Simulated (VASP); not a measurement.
# Mg3NbO2: single point with PBE

Mg3NbO2:

```
CELL_PARAMETERS angstrom
3.68092 2.12518 3.70355
-3.68092 2.12518 3.70355
0.00000 -4.25036 3.70355
ATOMIC_POSITIONS crystal
Mg 0.00000 0.50000 0.00000
Mg 0.00000 0.00000 0.50000
Mg 0.50000 0.00000 0.00000
Nb 0.00000 0.00000 0.00000
O 0.17503 0.17503 0.17503
O 0.82497 0.82497 0.82497
```

```yaml
Program: VASP 6.6.1
Task: single point
Functional: PBE
Potentials_or_basis: VASP PAW PBE potentials, release 64 (Mg, Nb_sv, O)
Cutoff: 520 eV
k_mesh: 6 × 6 × 6
Occupations: gaussian, width 0.1 eV
Spin: no spin polarisation
Dipole_correction: no
Further_INCAR_settings: ALGO = Normal; EDIFF = 1e-07; NBANDS = 24
```

```yaml
Pressure: -0.2 GPa
Largest_force: 0.034 eV/Å
```

Forces in eV/Å, atoms in the order of the input:
```
Mg   0.000  0.000  0.000
Mg   0.000  0.000  0.000
Mg   0.000  0.000  0.000
Nb   0.000  0.000  0.000
O    0.000  0.000 -0.034
O    0.000  0.000  0.034
```

Stress tensor (GPa, compression positive):
```
-0.11  0.00  0.00
 0.00 -0.11  0.00
 0.00  0.00 -0.23
```

Levels at points of the mesh, in eV from the Fermi level:
| k point | band 11 | band 12 | band 13 | band 14 | band 15 | band 16 | band 17 | band 18 | band 19 | band 20 |
| --- | --- | --- | --- | --- | --- | --- | --- | --- | --- | --- |
| (0.00, 0.00, 0.00) | -5.43 | -4.04 | -3.31 | -0.31 | -0.31 | 0.98 | 0.98 | 1.35 | 1.35 | 2.31 |
| (0.50, 0.00, 0.00) | -5.40 | -4.08 | -2.59 | -0.62 | -0.42 | -0.17 | 1.23 | 1.30 | 1.34 | 2.86 |
| (0.50, 0.50, 0.00) | -5.57 | -4.07 | -2.01 | -0.75 | -0.39 | -0.16 | 0.23 | 1.21 | 1.32 | 2.39 |
| (0.50, 0.50, 0.50) | -5.93 | -4.02 | -1.70 | -0.61 | -0.61 | -0.11 | 0.71 | 0.71 | 1.29 | 1.29 |

It took 75 s on 1 thread of Intel(R) Xeon(R) 6975P-C (Granite Rapids) (shared host), peak memory 0.33 GiB.

Caveat: an odd number of electrons without spin polarisation forces a metal; a magnetic or distorted state may lie lower.
